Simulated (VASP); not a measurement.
Set up this calculation in VASP 6.6.1, as the native input.

```
Task                   : single point
Functional             : PBEsol
Potentials or basis    : VASP PAW PBE potentials, release 64 (Si, C)
Cutoff                 : 600 eV
k mesh                 : 16 × 16 × 16
Occupations            : gaussian, width 0.05 eV
Spin                   : no spin polarisation
Dipole correction      : no
Further INCAR settings : ALGO = Normal; EDIFF = 1e-06; NBANDS = 11
```

The structure of SiC (rock salt) lies in POSCAR:

```
SiC
1.0
    0.0000000000      2.0200000000      2.0200000000
    2.0200000000      0.0000000000      2.0200000000
    2.0200000000      2.0200000000      0.0000000000
Si C
1 1
Direct
    0.0000000000      0.0000000000      0.0000000000
    0.5000000000      0.5000000000      0.5000000000
```

One way to write it, as run:

INCAR

```
PREC = Accurate
ENCUT = 600
EDIFF = 1E-6
ISMEAR = 0
SIGMA = 0.05
LREAL = F
LASPH = T
NELM = 120
ALGO = Normal
ISIF = 2
LWAVE = F
LCHARG = F
GGA = PS
NBANDS = 11
GGA_COMPAT = F
```

KPOINTS

```
regular mesh
0
Gamma
  16 16 16
```

Potentials or basis: VASP PAW PBE potentials, release 64 (Si, C).

Launch:

```console
$ cat potpaw_PBE.64/Si/POTCAR potpaw_PBE.64/C/POTCAR > POTCAR
$ mpirun -np 1 vasp_std > vasp.out
```

It gave:

```yaml
Pressure: -0.7 GPa
Band_gap_on_the_k_mesh: zero (band 4 reaches 12.52 eV, above the bottom of band 5 at 11.57 eV)
```

Caveat: the PAW data sets were made with another functional, which shifts forces and pressure a little.

Wall time 18 s on 1 thread of Intel(R) Xeon(R) Platinum 8375C CPU @ 2.90GHz (Ice Lake), on a shared host, peak memory 0.15 GiB.
